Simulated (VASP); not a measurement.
A run of VASP 6.6.1 is set up as follows.

The input INCAR:

```
PREC = Accurate ; ENCUT = 600
EDIFF = 1E-6 ; ISMEAR = 0
SIGMA = 0.2 ; LREAL = False
LASPH = True ; NELM = 120
ALGO = Normal ; ISIF = 2
LWAVE = False ; LCHARG = False
GGA = PE ; NBANDS = 23
GGA_COMPAT = False
```

File KPOINTS:

```
regular mesh
0
Gamma
  4 4 4
```

File POSCAR:

```
WC4
1.0
    3.4310687578      0.0000000000      0.0000000000
    0.0000000000      3.4310687578      0.0000000000
    0.0000000000      0.0000000000      3.4310687578
W C
1 4
Direct
    0.0000000000      0.0000000000      0.0000000000
    0.5000000000      0.5000000000      0.5000000000
    0.0000000000      0.5000000000      0.5000000000
    0.5000000000      0.0000000000      0.5000000000
    0.5000000000      0.5000000000      0.0000000000
```

Potentials or basis: VASP PAW PBE potentials, release 64 (W_sv, C).

Command:

```bash
$ cat potpaw_PBE.64/W_sv/POTCAR potpaw_PBE.64/C/POTCAR > POTCAR
$ mpirun -np 1 vasp_std > vasp.out
```

Predict the band gap on the k mesh.

zero (band 15 reaches 11.58 eV, above the bottom of band 16 at 8.64 eV).

Predict the pressure.

-0.1 GPa.

Caveat: the k points lie up to 0.46 Å⁻¹ apart; spin-orbit coupling is left out, which moves the levels of the heavy elements.
